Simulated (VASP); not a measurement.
Write the native input for VASP 6.6.1 that does the following.

| Item | Value |
| --- | --- |
| Task | single point |
| Functional | PBE |
| Potentials or basis | VASP PAW PBE potentials, release 64 (Sb, As, F) |
| Cutoff | 520 eV |
| k mesh | 12 × 12 × 8 |
| Occupations | gaussian, width 0.1 eV |
| Spin | no spin polarisation |
| Dipole correction | no |
| Further INCAR settings | ALGO = Normal; EDIFF = 1e-06; NBANDS = 20 |

The structure of SbAsF2 lies in POSCAR:

```
SbAsF2
1.0
    3.8686830437      0.0000000000      0.0000000000
   -1.9343415219      3.3503777950      0.0000000000
    0.0000000000      0.0000000000      6.3781710476
Sb As F
1 1 2
Direct
    0.0000000000      0.0000000000      0.1907470641
    0.0000000000      0.0000000000      0.7607162760
    0.3333333333      0.6666666667      0.7642408649
    0.6666666667      0.3333333333      0.7642408649
```

The cell was generated, and may not be a known phase.

One way to write it, as run:

INCAR

```
SYSTEM = SbAsF2
PREC     = Accurate       ! precision mode
ENCUT    = 520            ! plane-wave cutoff, eV
EDIFF    = 1E-6           ! SCF threshold, eV
ISMEAR   = 0              ! smearing method
SIGMA    = 0.1            ! smearing width, eV
LREAL    = .FALSE.        ! projectors in reciprocal space
LASPH    = .TRUE.         ! aspherical terms in the spheres
NELM     = 80             ! most SCF steps
ALGO     = Normal         ! electronic algorithm
ISIF     = 2              ! what is computed and relaxed
LWAVE    = .FALSE.        ! write WAVECAR
LCHARG   = .FALSE.        ! write CHGCAR
GGA      = PE             ! functional
NBANDS   = 20             ! bands
```

KPOINTS

```
Automatic mesh
0
G
  12 12 8
  0 0 0
```

Potentials or basis: VASP PAW PBE potentials, release 64 (Sb, As, F).

Run with:

```sh
$ cat potpaw_PBE.64/Sb/POTCAR potpaw_PBE.64/As/POTCAR potpaw_PBE.64/F/POTCAR > POTCAR
$ mpirun -np 1 vasp_std > vasp.out
```

Results of the run:

```yaml
Pressure: -0.2 GPa
Largest_force: 0.030 eV/Å
Band_gap_on_the_k_mesh: zero (bands 12 and 13 overlap by 3.76 eV)
```

Caveat: spin-orbit coupling is left out, which moves the levels of the heavy elements; this functional lacks dispersion, which binds layers or chains, so the pressure and a relaxed spacing across them are unreliable.

Run time: 100 s on 1 thread of Intel(R) Xeon(R) Platinum 8375C CPU @ 2.90GHz (Ice Lake), on a shared host, peak memory 0.3 GiB.
